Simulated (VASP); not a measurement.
# O3F2 (Pn-3m) in VASP: single point with PBE

Aim: the single point of O3F2 with PBE.

Program: VASP 6.6.1. These are calculated values, not measurements. Logs are shortened: lines on timing, memory, paths and dates and some standing lists are left out, and cuts for length are marked.

### Step 1. The cell of the first run

Symmetry: Pn-3m, No. 224, cubic system. Conventional cell: a = 4.924 Å, b = 4.924 Å, c = 4.924 Å, α = 90.00°, β = 90.00°, γ = 90.00°. Within 2.8 Å of F (site symmetry -3m) lie 6 O at 2.13 Å. Within 2.8 Å of O (site symmetry -42m) lie 4 F at 2.13 Å and 4 O at 2.46 Å.

### Step 2. Single point, PBE

INCAR

```
PREC = Accurate ; ENCUT = 520
EDIFF = 1E-6 ; ISMEAR = -1
SIGMA = 0.06122561905347299 ; LREAL = F
LASPH = T ; NELM = 80
ALGO = Normal ; ISIF = 2
LWAVE = F ; LCHARG = T
GGA = PE ; LELF = T
LVHAR = T ; NBANDS = 43
```

KPOINTS

```
regular mesh
0
Gamma
  12 12 12
```

POSCAR

```
O3F2
1.0
    4.9241244062      0.0000000000      0.0000000000
    0.0000000000      4.9241244062      0.0000000000
    0.0000000000      0.0000000000      4.9241244062
F O
4 6
Direct
    0.2500000000      0.2500000000      0.2500000000
    0.7500000000      0.7500000000      0.2500000000
    0.7500000000      0.2500000000      0.7500000000
    0.2500000000      0.7500000000      0.7500000000
    0.5000000000      0.0000000000      0.0000000000
    0.0000000000      0.5000000000      0.0000000000
    0.0000000000      0.0000000000      0.5000000000
    0.5000000000      0.5000000000      0.0000000000
    0.5000000000      0.0000000000      0.5000000000
    0.0000000000      0.5000000000      0.5000000000
```

Potentials or basis: VASP PAW PBE potentials, release 64 (F, O).

Run with:

```console
> cat potpaw_PBE.64/F/POTCAR potpaw_PBE.64/O/POTCAR > POTCAR
> mpirun -np 1 vasp_std > vasp.out
```

OUTCAR:

```text
PREC = Accurate
   ENCUT = 520
   EDIFF = 1E-6
   ISMEAR = -1
   LREAL = F
   LASPH = T
   NELM = 80
   ISIF = 2
   GGA = PE

 ion  position               nearest neighbor table
   1  0.250  0.250  0.250-
   2  0.750  0.750  0.250-
   3  0.750  0.250  0.750-
   4  0.250  0.750  0.750-
   5  0.500  0.000  0.000-
   6  0.000  0.500  0.000-
   7  0.000  0.000  0.500-
   8  0.500  0.500  0.000-
   9  0.500  0.000  0.500-
  10  0.000  0.500  0.500-

  LATTYP: Found a simple cubic cell.
 ALAT       =     4.9241244062

  Lattice vectors:

 A1 = (   4.9241244062,   0.0000000000,   0.0000000000)
 A2 = (   0.0000000000,   4.9241244062,   0.0000000000)
 A3 = (   0.0000000000,   0.0000000000,   4.9241244062)

Analysis of symmetry for initial positions (statically):
=====================================================================
 Subroutine PRICEL returns:
 Original cell was already a primitive cell.

 Routine SETGRP: Setting up the symmetry group for a
 simple cubic supercell.

 Subroutine GETGRP returns: Found 48 space group operations
 (whereof 24 operations were pure point group operations)
 out of a pool of 48 trial point group operations.

The static configuration has the point symmetry T_d .
 The point group associated with its full space group is O_h .

Analysis of symmetry for dynamics (positions and initial velocities):
=====================================================================
 Subroutine PRICEL returns:
 Original cell was already a primitive cell.

 Routine SETGRP: Setting up the symmetry group for a
 simple cubic supercell.

 Subroutine GETGRP returns: Found 48 space group operations
 (whereof 24 operations were pure point group operations)
 out of a pool of 48 trial point group operations.

The dynamic configuration has the point symmetry T_d .
 The point group associated with its full space group is O_h .

 Subroutine INISYM returns: Found 48 space group operations
 (whereof 24 operations are pure point group operations),
[... 111 lines left out ...]
   NELM   =     80;   NELMIN=  2; NELMDL= -5     # of ELM steps
   EDIFF  = 0.1E-05   stopping-criterion for ELM
   LREAL  =      F    real-space projection
   EDIFFG = 0.1E-04   stopping-criterion for IOM
   NSW    =      0    number of steps for IOM
   IBRION =     -1    ionic relax: 0-MD 1-quasi-New 2-CG
   NFREE  =      0    steps in history (QN), initial steepest desc. (CG)
   ISIF   =      2    stress and relaxation
   ISYM   =      2    0-nonsym 1-usesym 2-fastsym
   POTIM  = 0.5000    time-step for ionic-motion
   TEBEG  =    0.0;   TEEND  =   0.0 temperature during run
   PSTRESS=    0.0 pullay stress
   NELECT =      64.0000    total number of electrons
   NUPDOWN=      -1.0000    fix difference up-down
   EMIN   =  10.00;   EMAX   =-10.00  energy-range for DOS
   EFERMI =   0.00;   METHOD = LEGACY
   ISMEAR =    -1;   SIGMA  =   0.06  broadening in eV -4-tet -1-fermi 0-gaus
   EFERMI_NEDOS =   21; number of points for ismear=-14 and -15
   IALGO  =     38    algorithm
   IMIX   =      4    mixing-type and parameters
     AMIX     =   0.40;   BMIX     =  1.00
     AMIX_MAG =   1.60;   BMIX_MAG =  1.00
  volume/ion in A,a.u.               =      11.94        80.57
  Fermi-wavevector in a.u.,A,eV,Ry     =   1.329860  2.513070 24.062266  1.768527
  Thomas-Fermi vector in A             =   2.458990
   LORBIT       =      0    0 simple, 1 ext, 2 COOP (PROOUT), +10 PAW based schemes
   GGA     = PE    functional components
   LHFCALC =     F    Hartree Fock is set to
   AEXX    =    0.0000 exact exchange contribution
   IVDW    =     0    specifies the selected vdW correction
   LEPSILON=     F    determine dielectric tensor
   LRPA    =     F    only Hartree local field effects (RPA)
 non-spin polarized calculation
  energy-cutoff  :      520.00
  volume of cell :      119.40
 maximum number of plane-waves:      3238
 NGX is ok and might be reduce to    40
   NGX = 19   NGY = 19   NGZ = 19

 number of electron      63.9999935 magnetization

 Free energy of the ion-electron system (eV)
  ---------------------------------------------------
  ext. energy  EPLUGINS =         0.00000000
  ---------------------------------------------------
  free energy    TOTEN  =       -17.33387497 eV

  energy without entropy =      -17.14486025  energy(sigma->0) =      -17.23936761

 E-fermi :  -2.0671     XC(G=0):  -9.3117

 val. band max:       -2.0687260632   @ k =   0.0833   0.0833   0.0000
 cond. band min:      -2.0646425300   @ k =   0.3333   0.0833   0.0000
 fundamental gap:      0.0040835332
 Fermi energy:        -2.0671267967

 k-point     1 :       0.0000    0.0000    0.0000
  band No.  band energies     occupation
      1     -24.5783      2.00000
      2     -24.0013      2.00000
      3     -24.0013      2.00000
      4     -24.0013      2.00000
      5     -19.1069      2.00000
      6     -19.1069      2.00000
[... 1093 lines left out ...]
     42      10.1675      0.00000
     43      11.5267      0.00000

 [... further k-points ...]

------------------------ aborting loop because EDIFF is reached ----------------------------------------

  FORCE on cell =-STRESS in cart. coord.  units (eV):
  Direction    XX          YY          ZZ          XY          YZ          ZX
  --------------------------------------------------------------------------------------
  -------------------------------------------------------------------------------------
  Total       -3.2407637     -3.2407637     -3.2407637      0.0000000      0.0000000     -0.0000000
  in kB      -43.4881464    -43.4881464    -43.4881464      0.0000000      0.0000000     -0.0000000
  external PRESSURE =     -43.4881464 kB  Pullay stress =       0.0000000 kB

 VOLUME and BASIS-vectors are now :
 -----------------------------------------------------------------------------
  energy-cutoff  :      520.00
  volume of cell :      119.40
      direct lattice vectors                 reciprocal lattice vectors
     4.924124406  0.000000000  0.000000000     0.203081790  0.000000000  0.000000000
     0.000000000  4.924124406  0.000000000     0.000000000  0.203081790  0.000000000
     0.000000000  0.000000000  4.924124406     0.000000000  0.000000000  0.203081790

 POSITION                                       TOTAL-FORCE (eV/Angst)
 -----------------------------------------------------------------------------------
      1.23103      1.23103      1.23103         0.000000      0.000000     -0.000000
      3.69309      3.69309      1.23103         0.000000     -0.000000     -0.000000
      3.69309      1.23103      3.69309        -0.000000     -0.000000      0.000000
      1.23103      3.69309      3.69309         0.000000      0.000000     -0.000000
      2.46206      0.00000      0.00000         0.000000      0.000000     -0.000000
      0.00000      2.46206      0.00000        -0.000000      0.000000     -0.000000
      0.00000      0.00000      2.46206         0.000000     -0.000000      0.000000
      2.46206      2.46206      0.00000        -0.000000      0.000000     -0.000000
      2.46206      0.00000      2.46206        -0.000000      0.000000     -0.000000
      0.00000      2.46206      2.46206        -0.000000      0.000000     -0.000000
 -----------------------------------------------------------------------------------
    total drift:                               -0.000000      0.000000     -0.000000

  FREE ENERGIE OF THE ION-ELECTRON SYSTEM (eV)
  ---------------------------------------------------
  free  energy   TOTEN  =       -17.3338749718 eV

  energy  without entropy=      -17.1448602521  energy(sigma->0) =      -17.23936761
```

OSZICAR:

```text
N       E                     dE             d eps       ncg     rms          rms(c)
DAV:   1     0.407055933228E+03    0.40706E+03   -0.36893E+04  7264   0.144E+03
DAV:   2     0.743792231451E+01   -0.39962E+03   -0.38092E+03  9031   0.330E+02
DAV:   3    -0.174998617763E+02   -0.24938E+02   -0.23581E+02  7554   0.800E+01
DAV:   4    -0.177744967212E+02   -0.27463E+00   -0.27359E+00  7591   0.941E+00
DAV:   5    -0.177773851179E+02   -0.28884E-02   -0.28872E-02  7497   0.905E-01    0.661E+00
DAV:   6    -0.192343739484E+02   -0.14570E+01   -0.35750E+00  7581   0.140E+01    0.166E+01
DAV:   7    -0.173191968130E+02    0.19152E+01   -0.20481E+00  7775   0.112E+01    0.178E+00
DAV:   8    -0.173308475206E+02   -0.11651E-01   -0.16377E-01  7362   0.239E+00    0.398E-01
DAV:   9    -0.173331203493E+02   -0.22728E-02   -0.37752E-03  7632   0.366E-01    0.186E-01
DAV:  10    -0.173337943656E+02   -0.67402E-03   -0.57082E-04  7524   0.148E-01    0.307E-02
DAV:  11    -0.173338499958E+02   -0.55630E-04   -0.18031E-05  7638   0.247E-02    0.165E-02
DAV:  12    -0.173338749989E+02   -0.25003E-04   -0.11756E-05  7499   0.214E-02    0.254E-03
DAV:  13    -0.173338749718E+02    0.27082E-07   -0.42391E-07  4290   0.386E-03
   1 F= -.17333875E+02 E0= -.17239368E+02  d E =-.189015E+00
```

Run time: 2.4 min. Hardware: 1 thread of Intel Xeon 6975P-C (Granite Rapids), shared host; peak memory 0.42 GiB.

What came out:

```
Free energy            : -17.3339 eV
Pressure               : -4.3 GPa
Band gap on the k mesh : zero (bands 32 and 33 overlap by 0.30 eV)
```

Levels at points of the mesh, in eV from the Fermi level:
| k point | band 28 | band 29 | band 30 | band 31 | band 32 | band 33 | band 34 | band 35 | band 36 | band 37 |
| --- | --- | --- | --- | --- | --- | --- | --- | --- | --- | --- |
| (0.00, 0.00, 0.00) | -1.15 | 0.08 | 0.08 | 0.08 | 0.22 | 0.22 | 0.22 | 0.42 | 0.42 | 0.42 |
| (0.50, 0.00, 0.00) | -1.01 | -0.18 | -0.18 | -0.18 | -0.18 | -0.05 | -0.05 | 0.12 | 0.12 | 0.55 |
| (0.50, 0.50, 0.00) | -1.01 | -0.68 | -0.68 | -0.25 | -0.25 | -0.07 | -0.07 | 0.16 | 0.16 | 0.42 |
| (0.50, 0.50, 0.50) | -1.20 | -1.19 | -1.19 | -1.19 | 0.12 | 0.12 | 0.12 | 0.26 | 0.36 | 0.36 |

Caveat: the cell stands under tension.
